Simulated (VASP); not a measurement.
Here is a VASP 6.6.1 calculation.

File INCAR:

```
PREC = Accurate
ENCUT = 520
EDIFF = 1E-7
ISMEAR = 0
SIGMA = 0.05
LREAL = False
LASPH = True
NELM = 80
ALGO = Normal
ISIF = 2
LWAVE = False
LCHARG = True
GGA = PE
LELF = True
LVHAR = True
NBANDS = 35
```

KPOINTS

```
regular mesh
0
Gamma
  6 6 6
```

File POSCAR:

```
Al2O3
1.0
    2.4043544254      1.3881546747      4.3744828318
   -2.4043544254      1.3881546747      4.3744828318
    0.0000000000     -2.7763093495      4.3744828317
Al O
4 6
Direct
    0.8521479318      0.8521479318      0.8521479318
    0.6478520682      0.6478520682      0.6478520682
    0.1478520682      0.1478520682      0.1478520682
    0.3521479318      0.3521479318      0.3521479318
    0.0561765927      0.4438234073      0.7500000000
    0.7500000000      0.0561765927      0.4438234073
    0.4438234073      0.7500000000      0.0561765927
    0.9438234073      0.5561765927      0.2500000000
    0.2500000000      0.9438234073      0.5561765927
    0.5561765927      0.2500000000      0.9438234073
```

Potentials or basis: VASP PAW PBE potentials, release 64 (Al, O).

The run is started by

```sh
$ cat potpaw_PBE.64/Al/POTCAR potpaw_PBE.64/O/POTCAR > POTCAR
$ mpirun -np 1 vasp_std > vasp.out
```

**Question.** What does it give for the band gap on the k mesh?

**Answer.** 5.85 eV, direct.

**Question.** Estimate the largest force.

**Answer.** 0.004 eV/Å.

**Question.** Estimate the pressure.

**Answer.** -0.1 GPa.

Forces on the atoms (eV/Å):
```
Al   0.000  0.000  0.004
Al   0.000  0.000 -0.004
Al   0.000  0.000 -0.004
Al   0.000  0.000  0.004
O   -0.001  0.000  0.000
O    0.000 -0.001  0.000
O    0.000  0.001  0.000
O    0.001  0.000  0.000
O    0.000  0.001  0.000
O    0.000 -0.001  0.000
```

**The experiment to reproduce.**

From “Multi-petahertz electron interference in Cr:Al2O3 solid-state material”, 2018, pmc:5906618, for a bulk crystal of Al2O3: band gap 8.7 eV (optical).

Measured gap of Al2O3: 8.7 eV (optical; quoted in “Multi-petahertz electron interference in Cr:Al2O3 solid-state material”, 2018, pmc:5906618). This calculation gives 5.85 eV (-2.85 eV). The value is that of PBE, without temperature or zero-point motion. Semilocal functionals fall short of measured gaps as a rule.
